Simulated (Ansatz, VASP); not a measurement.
**One calculation of FeSi, two programs**

File INCAR:

```
SYSTEM = FeSi
ALGO     = Normal         ! electronic algorithm
EDIFF    = 1E-6           ! SCF threshold, eV
EDIFFG   = -0.003         ! ionic threshold
ENCUT    = 600            ! plane-wave cutoff, eV
GGA      = CA             ! functional
IBRION   = 2              ! ionic algorithm
ISIF     = 3              ! what is computed and relaxed
ISMEAR   = 0              ! smearing method
LASPH    = .TRUE.         ! aspherical terms in the spheres
LCHARG   = .FALSE.        ! write CHGCAR
LREAL    = .FALSE.        ! projectors in reciprocal space
LWAVE    = .FALSE.        ! write WAVECAR
NELM     = 80             ! most SCF steps
NSW      = 80             ! ionic steps
PREC     = Accurate       ! precision mode
SIGMA    = 0.01           ! smearing width, eV
```

File KPOINTS:

```
k-points
0
G
  8 8 8
  0 0 0
```

Contents of POSCAR:

```
FeSi
1.0
    4.5507000000      0.0000000000      0.0000000000
    0.0000000000      4.5507000000      0.0000000000
    0.0000000000      0.0000000000      4.5507000000
Fe Si
4 4
Direct
    0.1365200000      0.1365200000      0.1365200000
    0.3634800000      0.8634800000      0.6365200000
    0.6365200000      0.3634800000      0.8634800000
    0.8634800000      0.6365200000      0.3634800000
    0.8424000000      0.8424000000      0.8424000000
    0.6576000000      0.1576000000      0.3424000000
    0.3424000000      0.6576000000      0.1576000000
    0.1576000000      0.3424000000      0.6576000000
```

Input for Ansatz:

```yaml
crystal:
  lattice:
    - [4.5507, 0.0, 0.0]
    - [0.0, 4.5507, 0.0]
    - [0.0, 0.0, 4.5507]
  atoms:
    - { symbol: Fe, position: [0.13652, 0.13652, 0.13652] }
    - { symbol: Fe, position: [0.36348, 0.86348, 0.63652] }
    - { symbol: Fe, position: [0.63652, 0.36348, 0.86348] }
    - { symbol: Fe, position: [0.86348, 0.63652, 0.36348] }
    - { symbol: Si, position: [0.8424, 0.8424, 0.8424] }
    - { symbol: Si, position: [0.6576, 0.1576, 0.3424] }
    - { symbol: Si, position: [0.3424, 0.6576, 0.1576] }
    - { symbol: Si, position: [0.1576, 0.3424, 0.6576] }
scf:
  occupations: { method: fixed }
output:
  forces: true
  stress: true
hamiltonian:
  xc: lda
relax:
  f_tol: 0.003
  cell: { stress_tol: 0.02 }
kpoints:
  mp_grid: { grid: [8, 8, 8] }
```

Alike in both runs: task relaxation of cell and atoms; functional LDA; k mesh 8 × 8 × 8; no spin polarisation.

|  | VASP | Ansatz |
| --- | --- | --- |
| version | VASP 6.6.1 | Ansatz 0.2.0 |
| potentials or method | VASP PAW LDA potentials, release 64 (Fe, Si) | scalar-relativistic, plane waves, PAW |
| plane-wave cutoff (eV) | 600 | 420 |
| occupations | gaussian, width 0.01 eV | fixed |
| valence electrons in the cell | 48 | 80 |

```tsv
	VASP	Ansatz	Ansatz less VASP
relaxed volume (Å³/atom)	10.45	10.42	-0.029
relaxed length of the cell vector where the two differ most in proportion (Å)	4.373	4.369	-0.0041
```

LDA's correlation is that of Perdew and Zunger in VASP and of Perdew and Wang (1992) in Ansatz. VASP's potentials hold 48 valence electrons a cell and Ansatz's 80, so a difference there can come from the potentials and not from the codes.
